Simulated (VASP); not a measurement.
# MgO (P6_3/mmc) in VASP: a series of runs, part 2 of 2

VASP 6.6.1. Earlier steps stand in the parts before.

**6. Single point, PBE (volume 12.292 Å^3 an atom, c/a of the conventional cell 1.1659)**

File INCAR:

```
SYSTEM = MgO
PREC = Accurate
ENCUT = 520
EDIFF = 1E-6
ISMEAR = 0
SIGMA = 0.05
LREAL = .False.
LASPH = .True.
NELM = 80
ALGO = Normal
ISIF = 2
LWAVE = .False.
LCHARG = .False.
GGA = PE
NBANDS = 16
```

File KPOINTS:

```
regular mesh
0
Gamma
  9 9 6
  0 0 0
```

File POSCAR:

```
MgO
1.0
    3.6517149512      0.0000000000      0.0000000000
   -1.8258574756      3.1624779151      0.0000000000
    0.0000000000      0.0000000000      4.2575344616
Mg O
2 2
Direct
    0.6666666667      0.3333333333      0.7500000000
    0.3333333333      0.6666666667      0.2500000000
    0.6666666667      0.3333333333      0.2500000000
    0.3333333333      0.6666666667      0.7500000000
```

Potentials or basis: VASP PAW PBE potentials, release 64 (Mg, O).

Launch:

```
$ cat potpaw_PBE.64/Mg/POTCAR potpaw_PBE.64/O/POTCAR > POTCAR
$ mpirun -np 1 vasp_std > vasp.out
```

OUTCAR:

```text
SYSTEM = MgO
   PREC = Accurate
   ENCUT = 520
   EDIFF = 1E-6
   ISMEAR = 0
   LREAL = .False.
   LASPH = .True.
   NELM = 80
   ISIF = 2
   GGA = PE

 ion  position               nearest neighbor table
   1  0.667  0.333  0.750-   4 2.11   4 2.11   4 2.11   3 2.13   3 2.13   2 3.00   2 3.00   2 3.00
                             2 3.00   2 3.00   2 3.00
   2  0.333  0.667  0.250-   3 2.11   3 2.11   3 2.11   4 2.13   4 2.13   1 3.00   1 3.00   1 3.00
                             1 3.00   1 3.00   1 3.00
   3  0.667  0.333  0.250-   2 2.11   2 2.11   2 2.11   1 2.13   1 2.13
   4  0.333  0.667  0.750-   1 2.11   1 2.11   1 2.11   2 2.13   2 2.13

  LATTYP: Found a hexagonal cell.
 ALAT       =     3.6517149512
 C/A-ratio  =     1.1659000000

  Lattice vectors:

 A1 = (   3.6517149512,   0.0000000000,   0.0000000000)
 A2 = (  -1.8258574756,   3.1624779151,   0.0000000000)
 A3 = (   0.0000000000,   0.0000000000,   4.2575344616)

Analysis of symmetry for initial positions (statically):
=====================================================================
 Subroutine PRICEL returns:
 Original cell was already a primitive cell.

 Routine SETGRP: Setting up the symmetry group for a
 hexagonal supercell.

 Subroutine GETGRP returns: Found 24 space group operations
 (whereof 12 operations were pure point group operations)
 out of a pool of 24 trial point group operations.

The static configuration has the point symmetry D_3d.
 The point group associated with its full space group is D_6h.

Analysis of symmetry for dynamics (positions and initial velocities):
=====================================================================
 Subroutine PRICEL returns:
 Original cell was already a primitive cell.

 Routine SETGRP: Setting up the symmetry group for a
 hexagonal supercell.

 Subroutine GETGRP returns: Found 24 space group operations
 (whereof 12 operations were pure point group operations)
 out of a pool of 24 trial point group operations.

The dynamic configuration has the point symmetry D_3d.
 The point group associated with its full space group is D_6h.

 Subroutine INISYM returns: Found 24 space group operations
 (whereof 12 operations are pure point group operations),
 and found     1 'primitive' translations

----------------------------------------------------------------------------------------

                                     Primitive cell

  volume of cell :      49.1680

  direct lattice vectors                    reciprocal lattice vectors
     3.651714951  0.000000000  0.000000000     0.273843937  0.158103871  0.000000000
    -1.825857476  3.162477915  0.000000000     0.000000000  0.316207742  0.000000000
     0.000000000  0.000000000  4.257534462     0.000000000  0.000000000  0.234877723

  length of vectors
     3.651714951  3.651714951  4.257534462     0.316207742  0.316207742  0.234877723

  position of ions in fractional coordinates (direct lattice)
     0.666666667  0.333333333  0.750000000
     0.333333333  0.666666667  0.250000000
     0.666666667  0.333333333  0.250000000
     0.333333333  0.666666667  0.750000000

  ion indices of the primitive-cell ions
   primitive index   ion index
                 1           1
                 2           2
                 3           3
                 4           4

[... 21 lines left out ...]
 Subroutine IBZKPT returns following result:
 ===========================================

 Found     48 irreducible k-points:

 Following reciprocal coordinates:
            Coordinates               Weight
  0.000000  0.000000  0.000000      1.000000
  0.111111  0.000000  0.000000      6.000000
  0.222222  0.000000  0.000000      6.000000
  0.333333  0.000000  0.000000      6.000000
  0.444444  0.000000  0.000000      6.000000
  0.111111  0.111111  0.000000      6.000000
[... 16 lines left out ...]
  0.333333  0.222222  0.166667     24.000000
  0.333333  0.333333  0.166667      4.000000
 [... further k-points ...]
   k-points           NKPTS =     48   k-points in BZ     NKDIM =     48   number of bands    NBANDS=     16
   number of dos      NEDOS =    301   number of ions     NIONS =      4
   total plane-waves  NPLWV =  25088
   dimension x,y,z NGX =    28 NGY =   28 NGZ =   32
   dimension x,y,z NGXF=    56 NGYF=   56 NGZF=   64
   ions per type =               2   2
   NGX,Y,Z   is equivalent  to a cutoff of  12.75, 12.75, 12.50 a.u.
   NGXF,Y,Z  is equivalent  to a cutoff of  25.49, 25.49, 24.99 a.u.
 SYSTEM =  MgO
   PREC   = accura    normal or accurate (medium, high low for compatibility)
   ISTART =      0    job   : 0-new  1-cont  2-samecut
   ICHARG =      2    charge: 1-file 2-atom 10-const
   ISPIN  =      1    spin polarized calculation?
   LNONCOLLINEAR =      F non collinear calculations
   LSORBIT =      F    spin-orbit coupling
   LASPH  =      T    aspherical Exc in radial PAW
   ENCUT  =  520.0 eV  38.22 Ry    6.18 a.u.   6.79  6.79  7.92*2*pi/ulx,y,z
   NELM   =     80;   NELMIN=  2; NELMDL= -5     # of ELM steps
   EDIFF  = 0.1E-05   stopping-criterion for ELM
   LREAL  =      F    real-space projection
   EDIFFG = 0.1E-04   stopping-criterion for IOM
   NSW    =      0    number of steps for IOM
   IBRION =     -1    ionic relax: 0-MD 1-quasi-New 2-CG
   NFREE  =      0    steps in history (QN), initial steepest desc. (CG)
   ISIF   =      2    stress and relaxation
   ISYM   =      2    0-nonsym 1-usesym 2-fastsym
   POTIM  = 0.5000    time-step for ionic-motion
   TEBEG  =    0.0;   TEEND  =   0.0 temperature during run
   PSTRESS=    0.0 pullay stress
   NELECT =      16.0000    total number of electrons
   NUPDOWN=      -1.0000    fix difference up-down
   EMIN   =  10.00;   EMAX   =-10.00  energy-range for DOS
   EFERMI =   0.00;   METHOD = LEGACY
   ISMEAR =     0;   SIGMA  =   0.05  broadening in eV -4-tet -1-fermi 0-gaus
   EFERMI_NEDOS =   21; number of points for ismear=-14 and -15
   IALGO  =     38    algorithm
   IMIX   =      4    mixing-type and parameters
     AMIX     =   0.40;   BMIX     =  1.00
     AMIX_MAG =   1.60;   BMIX_MAG =  1.00
  volume/ion in A,a.u.               =      12.29        82.95
  Fermi-wavevector in a.u.,A,eV,Ry     =   1.126040  2.127908 17.251739  1.267967
  Thomas-Fermi vector in A             =   2.262720
   LORBIT       =      0    0 simple, 1 ext, 2 COOP (PROOUT), +10 PAW based schemes
   GGA     = PE    functional components
   LHFCALC =     F    Hartree Fock is set to
   AEXX    =    0.0000 exact exchange contribution
   IVDW    =     0    specifies the selected vdW correction
   LEPSILON=     F    determine dielectric tensor
   LRPA    =     F    only Hartree local field effects (RPA)
 non-spin polarized calculation
 Gauss-broadening in eV      SIGMA  =   0.05
  energy-cutoff  :      520.00
  volume of cell :       49.17
 maximum number of plane-waves:      1350
 NGX is ok and might be reduce to    28
   NGX = 13   NGY = 13   NGZ = 15

 number of electron      16.0000001 magnetization

 Free energy of the ion-electron system (eV)
  ---------------------------------------------------
  ext. energy  EPLUGINS =         0.00000000
  ---------------------------------------------------
  free energy    TOTEN  =       -23.56001296 eV

  energy without entropy =      -23.56001296  energy(sigma->0) =      -23.56001296

 E-fermi :   1.5172     XC(G=0):  -9.5825

 val. band max:        1.2592001764   @ k =   0.0000   0.0000   0.0000
 cond. band min:       4.1964100326   @ k =   0.0000   0.0000   0.0000
 fundamental gap:      2.9372098562
 Fermi energy:         1.5171709268

 k-point     1 :       0.0000    0.0000    0.0000
  band No.  band energies     occupation
      1     -15.1749      2.00000
      2     -14.0071      2.00000
      3      -1.9095      2.00000
      4      -0.2611      2.00000
      5      -0.2611      2.00000
      6       0.6663      2.00000
[... 433 lines left out ...]
      3      -1.7964      2.00000
      4      -1.2497      2.00000
      5      -1.2497      2.00000
      6       0.2778      2.00000
[... 8 lines left out ...]
     15      14.9208      0.00000
     16      16.5971      0.00000

 [... further k-points ...]
[... 5 lines left out ...]
  --------------------------------------------------------------------------------------
  -------------------------------------------------------------------------------------
  Total       -2.8530133     -2.8530133     -2.0479215      0.0000000      0.0000000      0.0000000
  in kB      -92.9676467    -92.9676467    -66.7331074      0.0000000      0.0000000      0.0000000
  external PRESSURE =     -84.2228002 kB  Pullay stress =       0.0000000 kB

 VOLUME and BASIS-vectors are now :
 -----------------------------------------------------------------------------
  energy-cutoff  :      520.00
  volume of cell :       49.17
      direct lattice vectors                 reciprocal lattice vectors
     3.651714951  0.000000000  0.000000000     0.273843937  0.158103871  0.000000000
    -1.825857476  3.162477915  0.000000000     0.000000000  0.316207742  0.000000000
     0.000000000  0.000000000  4.257534462     0.000000000  0.000000000  0.234877723

 POSITION                                       TOTAL-FORCE (eV/Angst)
 -----------------------------------------------------------------------------------
      1.82586      1.05416      3.19315         0.000000     -0.000000      0.000000
     -0.00000      2.10832      1.06438        -0.000000      0.000000      0.000000
      1.82586      1.05416      1.06438        -0.000000      0.000000      0.000000
     -0.00000      2.10832      3.19315        -0.000000      0.000000      0.000000
 -----------------------------------------------------------------------------------
    total drift:                               -0.000000      0.000000     -0.000000

  FREE ENERGIE OF THE ION-ELECTRON SYSTEM (eV)
  ---------------------------------------------------
  free  energy   TOTEN  =       -23.5600129582 eV

  energy  without entropy=      -23.5600129582  energy(sigma->0) =      -23.56001296
```

OSZICAR:

```text
N       E                     dE             d eps       ncg     rms          rms(c)
DAV:   1     0.636732361055E+02    0.63673E+02   -0.75189E+03  1536   0.885E+02
DAV:   2    -0.230720779380E+02   -0.86745E+02   -0.77514E+02  2224   0.190E+02
DAV:   3    -0.274920587701E+02   -0.44200E+01   -0.44024E+01  1696   0.452E+01
DAV:   4    -0.275110371787E+02   -0.18978E-01   -0.18978E-01  1920   0.350E+00
DAV:   5    -0.275111360625E+02   -0.98884E-04   -0.98883E-04  1744   0.244E-01    0.111E+01
DAV:   6    -0.236520683457E+02    0.38591E+01   -0.10958E+01  1656   0.249E+01    0.388E+00
DAV:   7    -0.235818266525E+02    0.70242E-01   -0.18403E-01  1560   0.351E+00    0.215E+00
DAV:   8    -0.235623728711E+02    0.19454E-01   -0.12073E-01  1608   0.361E+00    0.589E-01
DAV:   9    -0.235589170371E+02    0.34558E-02   -0.11052E-02  1848   0.930E-01    0.134E-01
DAV:  10    -0.235599835788E+02   -0.10665E-02   -0.10713E-03  1552   0.265E-01    0.386E-02
DAV:  11    -0.235600139527E+02   -0.30374E-04   -0.43532E-05  1688   0.502E-02    0.264E-02
DAV:  12    -0.235600148963E+02   -0.94356E-06   -0.12233E-05  1568   0.251E-02    0.115E-02
DAV:  13    -0.235600129424E+02    0.19539E-05   -0.69189E-06  1832   0.206E-02    0.110E-03
DAV:  14    -0.235600129582E+02   -0.15828E-07   -0.13272E-07   832   0.316E-03
   1 F= -.23560013E+02 E0= -.23560013E+02  d E =-.159599E-15
```

Run time: 20 s. Hardware: 1 thread of Intel Xeon Platinum 8559C (Emerald Rapids), shared host; peak memory 0.18 GiB.

Results:

```yaml
Free_energy: -23.5600 eV
Pressure: -8.4 GPa
Band_gap_on_the_k_mesh: 2.94 eV, direct
```

Stress tensor (GPa, compression positive):
```
-9.30  0.00  0.00
 0.00 -9.30  0.00
 0.00  0.00 -6.67
```

**7. The runs side by side**

```csv
cell,gap on the mesh (eV),pressure (GPa)
"a = 3.536, b = 3.536, c = 4.540 Å, angles 90.0, 90.0, 120.0°, 4 atoms",2.78,-8.1
"a = 3.574, b = 3.574, c = 4.444 Å, angles 90.0, 90.0, 120.0°, 4 atoms",2.82,-8.6
"a = 3.691, b = 3.691, c = 4.167 Å, angles 90.0, 90.0, 120.0°, 4 atoms",3.00,-7.7
"a = 3.613, b = 3.613, c = 4.350 Å, angles 90.0, 90.0, 120.0°, 4 atoms",2.88,-8.7
"a = 3.652, b = 3.652, c = 4.258 Å, angles 90.0, 90.0, 120.0°, 4 atoms",2.94,-8.4
```

Alike in all rows: task single point; level PBE; potentials or basis VASP PAW PBE potentials, release 64 (Mg, O); no spin polarisation; k mesh 9 × 9 × 6; cutoff (eV) 520; smearing gaussian 0.05 eV.

Absolute energies hang on the potentials; compare differences alone.
